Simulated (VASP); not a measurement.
# Cs (I4/mmm) in VASP: notebook, part 2 of 2

VASP 6.6.1. The steps go on from the part before.

**4. Single point, PBE (strain +0.000 along x and y, +0.040 along z)**

File INCAR:

```
SYSTEM = Cs
PREC = Accurate ; ENCUT = 520
EDIFF = 1E-7 ; ISMEAR = 0
SIGMA = 0.15 ; LREAL = .False.
LASPH = .True. ; NELM = 60
ALGO = Fast ; ISIF = 2
LWAVE = .False. ; LCHARG = .False.
GGA = PE ; NBANDS = 10
```

File KPOINTS:

```
Automatic mesh
0
Gamma
  12 12 12
  0 0 0
```

File POSCAR:

```
Cs
1.0
   -3.0225000000      3.0225000000      3.1434000000
    3.0225000000     -3.0225000000      3.1434000000
    3.0225000000      3.0225000000     -3.1434000000
Cs
1
Direct
    0.0000000000      0.0000000000      0.0000000000
```

Potentials or basis: VASP PAW PBE potentials, release 64 (Cs_sv).

Launch:

```sh
cat potpaw_PBE.64/Cs_sv/POTCAR > POTCAR
mpirun -np 1 vasp_std > vasp.out
```

OUTCAR:

```text
SYSTEM = Cs
   PREC = Accurate
   ENCUT = 520
   EDIFF = 1E-7
   ISMEAR = 0
   LREAL = .False.
   LASPH = .True.
   NELM = 60
   ISIF = 2
   GGA = PE

 ion  position               nearest neighbor table
   1  0.000  0.000  0.000-

  LATTYP: Found a body centered tetragonal cell.
 ALAT       =     6.0450000000
 C/A-ratio  =     1.0400000000

  Lattice vectors:

 A1 = (  -3.0225000000,   3.0225000000,   3.1434000000)
 A2 = (   3.0225000000,  -3.0225000000,   3.1434000000)
 A3 = (   3.0225000000,   3.0225000000,  -3.1434000000)

Analysis of symmetry for initial positions (statically):
=====================================================================
 Subroutine PRICEL returns:
 Original cell was already a primitive cell.

 Routine SETGRP: Setting up the symmetry group for a
 body centered tetragonal supercell.

 Subroutine GETGRP returns: Found 16 space group operations
 (whereof 16 operations were pure point group operations)
 out of a pool of 16 trial point group operations.

The static configuration has the point symmetry D_4h.

Analysis of symmetry for dynamics (positions and initial velocities):
[... 167 lines left out ...]
      1     -23.4004      2.00000
      2     -10.1433      2.00000
      3     -10.1433      2.00000
      4     -10.1433      2.00000
      5      -1.2225      2.00000
      6       2.9020      0.00000
      7       2.9020      0.00000
      8       3.0599      0.00000
      9       3.6930      0.00000
     10       3.9200      0.00000
[... 287 lines left out ...]
 k-point    24 :      -0.4167    0.1667    0.0000
  band No.  band energies     occupation
      1     -23.3947      2.00000
      2     -10.2489      2.00000
      3     -10.1831      2.00000
      4     -10.1540      2.00000
      5       0.0546      1.99985
      6       1.7506      0.00000
      7       2.1275      0.00000
      8       3.5262      0.00000
      9       4.1154      0.00000
     10       4.2520      0.00000

 [... further k-points ...]

------------------------ aborting loop because EDIFF is reached ----------------------------------------

  FORCE on cell =-STRESS in cart. coord.  units (eV):
  Direction    XX          YY          ZZ          XY          YZ          ZX
  --------------------------------------------------------------------------------------
  -------------------------------------------------------------------------------------
  Total        0.0224081      0.0224081      0.0183750      0.0000000      0.0000000      0.0000000
  in kB        0.3125531      0.3125531      0.2562978      0.0000000      0.0000000      0.0000000
  external PRESSURE =       0.2938013 kB  Pullay stress =       0.0000000 kB

 VOLUME and BASIS-vectors are now :
 -----------------------------------------------------------------------------
  energy-cutoff  :      520.00
  volume of cell :      114.87
      direct lattice vectors                 reciprocal lattice vectors
    -3.022500000  3.022500000  3.143400000     0.000000000  0.165425972  0.159063434
     3.022500000 -3.022500000  3.143400000     0.165425972  0.000000000  0.159063434
     3.022500000  3.022500000 -3.143400000     0.165425972  0.165425972  0.000000000

 POSITION                                       TOTAL-FORCE (eV/Angst)
 -----------------------------------------------------------------------------------
      0.00000      0.00000      0.00000         0.000000     -0.000000     -0.000000
 -----------------------------------------------------------------------------------
    total drift:                                0.000000     -0.000000     -0.000000

  FREE ENERGIE OF THE ION-ELECTRON SYSTEM (eV)
  ---------------------------------------------------
  free  energy   TOTEN  =        -0.8569159153 eV

  energy  without entropy=       -0.8408966090  energy(sigma->0) =       -0.84890626
```

stdout:

```text
POSCAR found type information on POSCAR Cs
 POSCAR found :  1 types and       1 ions
 scaLAPACK will be used
 LDA part: xc-table for (Slater+PW92), standard interpolation
 POSCAR, INCAR and KPOINTS ok, starting setup
 FFT: planning ... GRIDC
 FFT: planning ... GRID_SOFT
 FFT: planning ... GRID
 WAVECAR not read
 entering main loop
```

Run time: 73 s. Hardware: 1 thread of AMD EPYC 9R45 (Zen 5), shared host; peak memory 0.32 GiB.

What came out:

```yaml
Free_energy: -0.8569 eV
Pressure: 0.0 GPa
```

Caveat: the cell differs from its parent crystal (strain +0.000 along x and y, +0.040 along z); spin-orbit coupling is left out, which moves the levels of the heavy elements.

**5. Single point, PBE (strain +0.080 along x and y, -0.080 along z)**

File INCAR:

```
SYSTEM = Cs
ALGO = Fast
EDIFF = 1E-6
ENCUT = 520
GGA = PE
ISIF = 2
ISMEAR = 0
LASPH = .True.
LCHARG = .False.
LREAL = .False.
LWAVE = .False.
NBANDS = 10
NELM = 100
PREC = Accurate
SIGMA = 0.15
```

File KPOINTS:

```
k-points
0
Gamma
  12 12 12
  0 0 0
```

File POSCAR:

```
Cs
1.0
   -3.2643000000      3.2643000000      2.7807000000
    3.2643000000     -3.2643000000      2.7807000000
    3.2643000000      3.2643000000     -2.7807000000
Cs
1
Direct
    0.0000000000      0.0000000000      0.0000000000
```

Launch:

```sh
cat potpaw_PBE.64/Cs_sv/POTCAR > POTCAR
mpirun -np 1 vasp_std > vasp.out
```

Wall time 52 s (1 thread of AMD EPYC 9R45 (Zen 5), shared host); peak memory 0.32 GiB.

Results (log left out):

| Property | Result |
| --- | --- |
| Free energy | -0.8533 eV |
| Pressure | 0.0 GPa |

Stress tensor (GPa, compression positive):
```
-0.07  0.00  0.00
 0.00 -0.07  0.00
 0.00  0.00  0.06
```

Levels at points of the mesh, in eV from the Fermi level:
| k point | band 3 | band 4 | band 5 | band 6 | band 7 | band 8 |
| --- | --- | --- | --- | --- | --- | --- |
| (0.00, 0.00, 0.00) | -10.63 | -10.62 | -1.65 | 2.07 | 2.78 | 2.78 |
| (0.50, 0.00, 0.00) | -10.67 | -10.64 | 0.13 | 0.99 | 1.45 | 3.15 |
| (0.50, 0.50, 0.00) | -10.65 | -10.62 | -0.09 | 0.64 | 2.18 | 2.71 |
| (0.50, 0.50, 0.50) | -10.72 | -10.68 | 0.55 | 0.78 | 2.52 | 2.52 |

Caveat: the cell differs from its parent crystal (strain +0.080 along x and y, -0.080 along z); spin-orbit coupling is left out, which moves the levels of the heavy elements.

**6. Single point, PBE (strain +0.000 along x and y, +0.080 along z)**

File INCAR:

```
SYSTEM = Cs
ALGO = Fast ; EDIFF = 1E-6
ENCUT = 520 ; GGA = PE
ISIF = 2 ; ISMEAR = 0
LASPH = .TRUE. ; LCHARG = .FALSE.
LREAL = .FALSE. ; LWAVE = .FALSE.
NBANDS = 10 ; NELM = 80
PREC = Accurate ; SIGMA = 0.15
```

File KPOINTS:

```
k-points
0
G
  12 12 12
  0 0 0
```

File POSCAR:

```
Cs
1.0
   -3.0225000000      3.0225000000      3.2643000000
    3.0225000000     -3.0225000000      3.2643000000
    3.0225000000      3.0225000000     -3.2643000000
Cs
1
Direct
    0.0000000000      0.0000000000      0.0000000000
```

Potentials or basis: VASP PAW PBE potentials, release 64 (Cs_sv).

Launch:

```sh
cat potpaw_PBE.64/Cs_sv/POTCAR > POTCAR
mpirun -np 1 vasp_std > vasp.out
```

OUTCAR:

```text
SYSTEM = Cs
   EDIFF = 1E-6
   ENCUT = 520
   GGA = PE
   ISIF = 2
   ISMEAR = 0
   LASPH = .TRUE.
   LREAL = .FALSE.
   NELM = 80
   PREC = Accurate

 ion  position               nearest neighbor table
   1  0.000  0.000  0.000-

  LATTYP: Found a body centered tetragonal cell.
 ALAT       =     6.0450000000
 C/A-ratio  =     1.0800000000

  Lattice vectors:

 A1 = (  -3.0225000000,   3.0225000000,   3.2643000000)
 A2 = (   3.0225000000,  -3.0225000000,   3.2643000000)
 A3 = (   3.0225000000,   3.0225000000,  -3.2643000000)

Analysis of symmetry for initial positions (statically):
=====================================================================
 Subroutine PRICEL returns:
 Original cell was already a primitive cell.

 Routine SETGRP: Setting up the symmetry group for a
 body centered tetragonal supercell.

 Subroutine GETGRP returns: Found 16 space group operations
 (whereof 16 operations were pure point group operations)
 out of a pool of 16 trial point group operations.

The static configuration has the point symmetry D_4h.

Analysis of symmetry for dynamics (positions and initial velocities):
[... 164 lines left out ...]

 k-point     1 :       0.0000    0.0000    0.0000
  band No.  band energies     occupation
      1     -23.5139      2.00000
      2     -10.2623      2.00000
      3     -10.2623      2.00000
      4     -10.2622      2.00000
      5      -1.2767      2.00000
      6       2.7529      0.00000
      7       2.7529      0.00000
      8       3.0453      0.00000
      9       3.4490      0.00000
     10       3.8668      0.00000
[... 287 lines left out ...]
 k-point    24 :      -0.4167    0.1667   -0.0000
  band No.  band energies     occupation
      1     -23.5091      2.00000
      2     -10.3553      2.00000
      3     -10.2966      2.00000
      4     -10.2725      2.00000
      5      -0.0278      1.99978
      6       1.6334      0.00000
      7       2.0547      0.00000
      8       3.3416      0.00000
      9       3.9636      0.00000
     10       4.1085      0.00000

 [... further k-points ...]

------------------------ aborting loop because EDIFF is reached ----------------------------------------

  FORCE on cell =-STRESS in cart. coord.  units (eV):
  Direction    XX          YY          ZZ          XY          YZ          ZX
  --------------------------------------------------------------------------------------
  -------------------------------------------------------------------------------------
  Total       -0.0354447     -0.0354447     -0.0388446      0.0000000     -0.0000000      0.0000000
  in kB       -0.4760788     -0.4760788     -0.5217448      0.0000000     -0.0000000      0.0000000
  external PRESSURE =      -0.4913008 kB  Pullay stress =       0.0000000 kB

 VOLUME and BASIS-vectors are now :
 -----------------------------------------------------------------------------
  energy-cutoff  :      520.00
  volume of cell :      119.28
      direct lattice vectors                 reciprocal lattice vectors
    -3.022500000  3.022500000  3.264300000     0.000000000  0.165425972  0.153172196
     3.022500000 -3.022500000  3.264300000     0.165425972  0.000000000  0.153172196
     3.022500000  3.022500000 -3.264300000     0.165425972  0.165425972  0.000000000

 POSITION                                       TOTAL-FORCE (eV/Angst)
 -----------------------------------------------------------------------------------
      0.00000      0.00000      0.00000         0.000000      0.000000      0.000000
 -----------------------------------------------------------------------------------
    total drift:                               -0.000000      0.000000     -0.000000

  FREE ENERGIE OF THE ION-ELECTRON SYSTEM (eV)
  ---------------------------------------------------
  free  energy   TOTEN  =        -0.8567928070 eV

  energy  without entropy=       -0.8411530725  energy(sigma->0) =       -0.84897294
```

OSZICAR:

```text
N       E                     dE             d eps       ncg     rms          rms(c)
DAV:   1     0.530259500514E+02    0.53026E+02   -0.28741E+03  3260   0.621E+02
DAV:   2     0.447393924180E+01   -0.48552E+02   -0.47234E+02  4264   0.107E+02
DAV:   3    -0.778250352452E+00   -0.52522E+01   -0.52459E+01  3764   0.415E+01
DAV:   4    -0.854631729183E+00   -0.76381E-01   -0.76365E-01  4318   0.596E+00
DAV:   5    -0.854980731144E+00   -0.34900E-03   -0.34898E-03  4546   0.356E-01    0.129E-01
RMM:   6    -0.855634082839E+00   -0.65335E-03   -0.99601E-04  3414   0.162E-01    0.901E-02
RMM:   7    -0.856735818282E+00   -0.11017E-02   -0.39661E-03  3520   0.315E-01    0.353E-02
RMM:   8    -0.856788946626E+00   -0.53128E-04   -0.20969E-04  4239   0.911E-02    0.489E-03
RMM:   9    -0.856792338793E+00   -0.33922E-05   -0.40048E-05  4630   0.322E-02    0.204E-03
RMM:  10    -0.856792807008E+00   -0.46822E-06   -0.81302E-06  4626   0.136E-02
   1 F= -.85679281E+00 E0= -.84897294E+00  d E =-.156397E-01
```

Run time: 59 s. Hardware: 1 thread of AMD EPYC 9R45 (Zen 5), shared host; peak memory 0.32 GiB.

Results:

* Free energy: -0.8568 eV
* Pressure: 0.0 GPa

Levels at points of the mesh, in eV from the Fermi level:
```
           k point  band 3  band 4  band 5  band 6  band 7  band 8
(0.00, 0.00, 0.00)  -10.63  -10.63   -1.64    2.39    2.39    2.68
(0.50, 0.00, 0.00)  -10.66  -10.63    0.02    0.79    1.76    2.97
(0.50, 0.50, 0.00)  -10.67  -10.63    0.11    0.94    1.45    3.34
(0.50, 0.50, 0.50)  -10.71  -10.71    0.60    0.75    2.53    3.13
```

Caveat: the cell differs from its parent crystal (strain +0.000 along x and y, +0.080 along z); spin-orbit coupling is left out, which moves the levels of the heavy elements.

**7. The runs side by side**

```tsv
cell	further INCAR settings	gap on the mesh (eV)	pressure (GPa)
a = 5.243 Å, angles 106.3, 106.3, 115.9°, 1 atom	ALGO = Fast; EDIFF = 1e-07; NBANDS = 10	none	0.1
a = 5.309 Å, angles 107.4, 107.4, 113.7°, 1 atom	ALGO = Fast; EDIFF = 1e-06; NBANDS = 10	none	0.0
a = 5.306 Å, angles 110.5, 110.5, 107.3°, 1 atom	ALGO = Fast; EDIFF = 1e-07; NBANDS = 10	none	0.0
a = 5.389 Å, angles 105.4, 105.4, 117.9°, 1 atom	ALGO = Fast; EDIFF = 1e-06; NBANDS = 10	none	0.0
a = 5.378 Å, angles 111.6, 111.6, 105.3°, 1 atom	ALGO = Fast; EDIFF = 1e-06; NBANDS = 10	none	0.0
```

Alike in all rows: task single point; level PBE; potentials or basis VASP PAW PBE potentials, release 64 (Cs_sv); no spin polarisation; k mesh 12 × 12 × 12; cutoff (eV) 520; smearing gaussian 0.15 eV.

Caveats: spin-orbit coupling is left out, which moves the levels of the heavy elements.

Total energies depend on the potentials used, so only differences within one code and one set of settings carry meaning.
